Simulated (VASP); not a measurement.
Ge, 1 atom in the cell. Symmetry: Pm-3m, No. 221, cubic system. Conventional cell: a = 2.680 Å, b = 2.680 Å, c = 2.680 Å, α = 90.00°, β = 90.00°, γ = 90.00°. Within 3.5 Å of Ge (site symmetry m-3m) lie 6 Ge at 2.68 Å. 

```yaml
Program: VASP 6.6.1
Task: relaxation of cell and atoms
Functional: PBE
Potentials_or_basis: VASP PAW PBE potentials, release 64 (Ge_d)
Cutoff: 600 eV
k_mesh: 8 × 8 × 8
Occupations: fermi-dirac, width 0.05 eV
Spin: no spin polarisation
Dipole_correction: no
Further_INCAR_settings: ALGO = Normal; EDIFF = 1e-06; IBRION = 2; EDIFFG = -0.03; NSW = 60; ISIF = 3
```

Potentials or basis: VASP PAW PBE potentials, release 64 (Ge_d).

The run is started by

```sh
$ cat potpaw_PBE.64/Ge_d/POTCAR > POTCAR
$ mpirun -np 1 vasp_std > vasp.out
```

Hardware: 1 thread of Intel(R) Xeon(R) 6975P-C (Granite Rapids), with other jobs on the host.

Question: How long does it take, and how much memory?

Answer: It took 6.5 s on 1 thread of Intel(R) Xeon(R) 6975P-C (Granite Rapids), with other jobs on the host, peak memory 0.14 GiB. Counts: scf iterations 23, k points 35, ion steps 3.
